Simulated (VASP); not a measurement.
# MgZn2O3 (P-3m1) in VASP: a series of runs, part 2 of 2

VASP 6.6.1. Earlier steps stand in the parts before.

### Step 3. Relaxation of cell and atoms, PBEsol

This run uses another cell than the first one, of 10.02 Å³/atom.

Contents of INCAR:

```
ALGO = Normal
EDIFF = 1E-6
EDIFFG = -0.03
ENCUT = 600
GGA = PS
IBRION = 2
ISIF = 3
ISMEAR = 1
LASPH = T
LCHARG = F
LREAL = F
LWAVE = F
NELM = 80
NSW = 80
PREC = Accurate
SIGMA = 0.02
```

Contents of KPOINTS:

```
k-points
0
Gamma
  8 8 3
```

Contents of POSCAR:

```
MgZn2O3
1.0
    3.0525990100      0.0000000000      0.0000000000
   -1.5262995000      2.6436282900      0.0000000000
    0.0000000000      0.0000000000      7.4520430000
Mg Zn O
1 2 3
Direct
    0.0000000000      0.0000000000      0.0000000000
    0.3333333300      0.6666666700      0.6684160000
    0.6666666700      0.3333333300      0.3315840000
    0.3333333300      0.6666666700      0.1607000000
    0.6666666700      0.3333333300      0.8393000000
    0.0000000000      0.0000000000      0.5000000000
```

Potentials or basis: VASP PAW PBE potentials, release 64 (Mg, Zn, O).

The run is started by

```bash
> cat potpaw_PBE.64/Mg/POTCAR potpaw_PBE.64/Zn/POTCAR potpaw_PBE.64/O/POTCAR > POTCAR
> mpirun -np 1 vasp_std > vasp.out
```

OUTCAR:

```text
EDIFF = 1E-6
   EDIFFG = -0.03
   ENCUT = 600
   GGA = PS
   IBRION = 2
   ISIF = 3
   ISMEAR = 1
   LASPH = T
   LREAL = F
   NELM = 80
   NSW = 80
   PREC = Accurate

 ion  position               nearest neighbor table
   1  0.000  0.000  0.000-   4 2.13   5 2.13   4 2.13   5 2.13   5 2.13   4 2.13   2 3.04   3 3.04
                             2 3.04   3 3.04   2 3.04   3 3.04
   2  0.333  0.667  0.668-   6 2.16   6 2.16   6 2.16   5 2.17   5 2.17   5 2.17   1 3.04   1 3.04
                             1 3.04
   3  0.667  0.333  0.332-   6 2.16   6 2.16   6 2.16   4 2.17   4 2.17   4 2.17   1 3.04   1 3.04
                             1 3.04
   4  0.333  0.667  0.161-   1 2.13   1 2.13   1 2.13   3 2.17   3 2.17   3 2.17
   5  0.667  0.333  0.839-   1 2.13   1 2.13   1 2.13   2 2.17   2 2.17   2 2.17
   6  0.000  0.000  0.500-   2 2.16   3 2.16   2 2.16   3 2.16   3 2.16   2 2.16

  LATTYP: Found a hexagonal cell.
 ALAT       =     3.0525990100
 C/A-ratio  =     2.4412125456

  Lattice vectors:

 A1 = (   3.0525990100,   0.0000000000,   0.0000000000)
 A2 = (  -1.5262995000,   2.6436282900,   0.0000000000)
 A3 = (   0.0000000000,   0.0000000000,   7.4520430000)

Analysis of symmetry for initial positions (statically):
=====================================================================
 Subroutine PRICEL returns:
 Original cell was already a primitive cell.

 Routine SETGRP: Setting up the symmetry group for a
 hexagonal supercell.

 Subroutine GETGRP returns: Found 12 space group operations
 (whereof 12 operations were pure point group operations)
 out of a pool of 24 trial point group operations.

The static configuration has the point symmetry D_3d.

Analysis of symmetry for dynamics (positions and initial velocities):
=====================================================================
 Subroutine PRICEL returns:
 Original cell was already a primitive cell.

 Routine SETGRP: Setting up the symmetry group for a
 hexagonal supercell.

 Subroutine GETGRP returns: Found 12 space group operations
 (whereof 12 operations were pure point group operations)
[... 139 lines left out ...]
   LRPA    =     F    only Hartree local field effects (RPA)
 conjugate gradient relaxation of ions
 non-spin polarized calculation
 Methfessel and Paxton  Order N= 1 SIGMA  =   0.02
  energy-cutoff  :      600.00
  volume of cell :       60.14
 maximum number of plane-waves:      2036
   NGX = 13   NGY = 13   NGZ = 29

--------------------------------------- Ionic step        1  -------------------------------------------

 number of electron      44.0000034 magnetization

 Free energy of the ion-electron system (eV)
  ---------------------------------------------------
  ext. energy  EPLUGINS =         0.00000000
  ---------------------------------------------------
  free energy    TOTEN  =       -31.45615115 eV

  energy without entropy =      -31.45616323  energy(sigma->0) =      -31.45615518

------------------------ aborting loop because EDIFF is reached ----------------------------------------

  FORCE on cell =-STRESS in cart. coord.  units (eV):
  Direction    XX          YY          ZZ          XY          YZ          ZX
  --------------------------------------------------------------------------------------
  -------------------------------------------------------------------------------------
  Total       -2.5920097     -2.5920097     -2.6600123     -0.0000000      0.0000000     -0.0000000
  in kB      -69.0560446    -69.0560446    -70.8677621     -0.0000001      0.0000000     -0.0000000
  external PRESSURE =     -69.6599504 kB  Pullay stress =       0.0000000 kB
[... 67 lines left out ...]
--------------------------------------- Ionic step        3  -------------------------------------------

 number of electron      44.0000010 magnetization

 Free energy of the ion-electron system (eV)
  ---------------------------------------------------
  ext. energy  EPLUGINS =         0.00000000
  ---------------------------------------------------
  free energy    TOTEN  =       -31.51366927 eV

  energy without entropy =      -31.51368135  energy(sigma->0) =      -31.51367330

 E-fermi :   2.8845     XC(G=0): -12.1683

 val. band max:        2.8676846648   @ k =   0.0000   0.0000   0.0000
 cond. band min:       4.7102600841   @ k =   0.0000   0.0000   0.0000
 fundamental gap:      1.8425754193
 Fermi energy:         2.8845218794

 k-point     1 :       0.0000    0.0000    0.0000
  band No.  band energies     occupation
      1     -15.3803      2.00000
      2     -14.4287      2.00000
      3     -14.3012      2.00000
      4      -3.5214      2.00000
      5      -2.6573      2.00000
      6      -2.4719      2.00000
[... 685 lines left out ...]
     25      11.7222      0.00000
     26      11.9911      0.00000

 [... further k-points ...]

------------------------ aborting loop because EDIFF is reached ----------------------------------------

  FORCE on cell =-STRESS in cart. coord.  units (eV):
  Direction    XX          YY          ZZ          XY          YZ          ZX
  --------------------------------------------------------------------------------------
  -------------------------------------------------------------------------------------
  Total        0.0391172      0.0391172     -0.0263684      0.0000000      0.0000000      0.0000000
  in kB        1.0879073      1.0879073     -0.7333450      0.0000000      0.0000000      0.0000000
  external PRESSURE =       0.4808232 kB  Pullay stress =       0.0000000 kB
[... 21 lines left out ...]
  FREE ENERGIE OF THE ION-ELECTRON SYSTEM (eV)
  ---------------------------------------------------
  free  energy   TOTEN  =       -31.5136692731 eV

  energy  without entropy=      -31.5136813521  energy(sigma->0) =      -31.51367330

 reached required accuracy - stopping structural energy minimisation
```

OSZICAR:

```text
N       E                     dE             d eps       ncg     rms          rms(c)
DAV:   1     0.421263325238E+03    0.42126E+03   -0.24744E+04  1308   0.253E+03
DAV:   2     0.115005415453E+02   -0.40976E+03   -0.39735E+03  1468   0.505E+02
DAV:   3    -0.344344146940E+02   -0.45935E+02   -0.45580E+02  1468   0.174E+02
DAV:   4    -0.356895194674E+02   -0.12551E+01   -0.12508E+01  1548   0.298E+01
[... 28 lines left out ...]
DAV:   4    -0.315137388742E+02    0.48145E-02   -0.91168E-03  2024   0.150E+00    0.114E-01
DAV:   5    -0.315136832917E+02    0.55583E-04   -0.20689E-03  1516   0.442E-01    0.389E-02
DAV:   6    -0.315136704290E+02    0.12863E-04   -0.23064E-04  1726   0.167E-01    0.123E-02
DAV:   7    -0.315136701687E+02    0.26031E-06   -0.38136E-05  1492   0.600E-02    0.878E-03
DAV:   8    -0.315136692731E+02    0.89561E-06   -0.47777E-06  1264   0.606E-02
   3 F= -.31513669E+02 E0= -.31513673E+02  d E =-.575181E-01
```

CONTCAR:

```text
MgZn2O3
   1.00000000000000
     3.0095694616143818   -0.0000000000813835   -0.0000000000000000
    -1.5047847259481513    2.6063636080349841    0.0000000000000000
     0.0000000000000000    0.0000000000000000    7.3442428412386729
  Mg              Zn              O
     1     2     3
Direct
     0.0000000000000000    0.0000000000000000    0.0000000000000000
     0.3333333300000021    0.6666666699999979    0.6684730801055567
     0.6666666699999979    0.3333333300000021    0.3315269198944432
     0.3333333300000021    0.6666666699999979    0.1610396416016920
     0.6666666699999979    0.3333333300000021    0.8389603583983080
     0.0000000000000000    0.0000000000000000    0.5000000000000000

  0.00000000E+00  0.00000000E+00  0.00000000E+00
  0.00000000E+00  0.00000000E+00  0.00000000E+00
  0.00000000E+00  0.00000000E+00  0.00000000E+00
  0.00000000E+00  0.00000000E+00  0.00000000E+00
  0.00000000E+00  0.00000000E+00  0.00000000E+00
  0.00000000E+00  0.00000000E+00  0.00000000E+00
```

Wall time 46 s (1 thread of Intel Xeon 6975P-C (Granite Rapids), shared host); peak memory 0.21 GiB.

What came out:

- Free energy: -31.5137 eV
- Relaxed volume: 9.60 Å³/atom
- Relaxed cell: a = 3.010 Å, b = 3.010 Å, c = 7.344 Å, α = 90.00°, β = 90.00°, γ = 120.00°
- Space group after relaxing (to 0.1 Å): P-3m1 (No. 164)
- Energy gained by relaxing: 9.6 meV/atom
- Ionic steps: 3
- Pressure after relaxing: 0.0 GPa
- Largest force after relaxing: 0.009 eV/Å
- Band gap on the k mesh: 1.84 eV

Forces in eV/Å, atoms in the order of the input:
```
Mg   0.000  0.000  0.000
Zn   0.000  0.000  0.009
Zn   0.000  0.000 -0.009
O    0.000  0.000 -0.004
O    0.000  0.000  0.004
O    0.000  0.000  0.000
```

Stress tensor (GPa, compression positive):
```
 0.11  0.00  0.00
 0.00  0.11  0.00
 0.00  0.00 -0.07
```

Step by step:
| step | energy change (eV) | largest force (eV/Å) | pressure (GPa) | volume (Å³) |
| --- | --- | --- | --- | --- |
| 1 | 0.0000 | 0.0784 | -6.97 | 60.14 |
| 2 | -0.0433 | 0.0504 | 4.05 | 56.42 |
| 3 | -0.0575 | 0.0087 | 0.05 | 57.61 |

Final structure:
```
CELL_PARAMETERS angstrom
3.00957 0.00000 0.00000
-1.50478 2.60636 0.00000
0.00000 0.00000 7.34424
ATOMIC_POSITIONS crystal
Mg 0.00000 0.00000 0.00000
Zn 0.33333 0.66667 0.66847
Zn 0.66667 0.33333 0.33153
O 0.33333 0.66667 0.16104
O 0.66667 0.33333 0.83896
O 0.00000 0.00000 0.50000
```

Levels at points of the mesh, in eV from the valence-band top:
```csv
k point,band 20,band 21,band 22,band 23,band 24,band 25
"(0.00, 0.00, 0.00)",-0.93,0.00,0.00,1.84,5.52,5.62
"(0.50, 0.00, 0.00)",-1.19,-0.73,-0.33,5.24,6.90,7.36
```

Caveat: the PAW data sets were made with another functional, which shifts forces and pressure a little.
